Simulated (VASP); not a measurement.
## Ge: single point with PBE

Crystal: Ge.

```
CELL_PARAMETERS angstrom
-0.02821 2.10200 2.11346
2.07162 -0.03255 2.11780
2.04296 2.07768 -0.00389
ATOMIC_POSITIONS crystal
Ge 0.00000 0.00000 0.00000
```

```json
{
 "Program": "VASP 6.6.1",
 "Task": "single point",
 "Functional": "PBE",
 "Potentials or basis": "VASP PAW PBE potentials, release 64 (Ge_d)",
 "Cutoff": "520 eV",
 "k mesh": "11 × 11 × 11",
 "Occupations": "gaussian, width 0.011 eV",
 "Spin": "no spin polarisation",
 "Dipole correction": "no",
 "Further INCAR settings": "ALGO = Normal; EDIFF = 1e-06; NBANDS = 13"
}
```

| Quantity | Value |
| --- | --- |
| Pressure | 4.1 GPa |
| Band gap on the k mesh | zero (band 7 reaches 15.87 eV, above the bottom of band 8 at 4.64 eV) |

Stress tensor (GPa, compression positive):
```
 3.56  1.54 -0.08
 1.54  3.83  0.14
-0.08  0.14  5.05
```

Levels at points of the mesh, in eV from the Fermi level:
```tsv
k point	band 4	band 5	band 6	band 7	band 8	band 9	band 10	band 11
(0.00, 0.00, 0.00)	-24.72	-24.71	-13.39	8.81	9.15	9.53	13.77	14.06
```

It took 35 s on 1 thread of Intel(R) Xeon(R) 6975P-C (Granite Rapids), on a shared host, peak memory 0.26 GiB.
